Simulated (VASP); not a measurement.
The system is KF.

```
K F
1.0
     3.29935    0.00000    0.00000
     0.00000    3.29935    0.00000
     0.00000    0.00000    3.16123
K F
1 1
Cartesian
  0.0000 0.0000 0.0000
  1.6497 1.6497 1.5806
```

This cell differs from its parent crystal: epitaxial xy strain +3.8%.

Base run:

| Property | Result |
| --- | --- |
| Program | VASP 6.6.1 |
| Functional | PBE |
| Potentials or basis | VASP PAW PBE potentials, release 64 (K_sv, F) |
| Cutoff | 520 eV |
| k mesh | 8 × 8 × 8 |
| Occupations | fermi-dirac, width 0.02 eV |
| Spin | no spin polarisation |

Its results: band gap on the k mesh 6.19 eV, indirect (least direct gap 6.23 eV); pressure 0.2 GPa.

Question: The run is repeated on the same cell with these changes: functional from PBE to r2SCAN; occupations from fermi-dirac, width 0.02 eV to gaussian, width 0.01 eV. What comes out?

Answer: Band gap on the k mesh 7.08 eV, indirect (least direct gap 7.13 eV); pressure -2.5 GPa.

Caveats: the PAW data sets were made with another functional, which shifts forces and pressure a little (some runs).

A k mesh can miss the band edges.
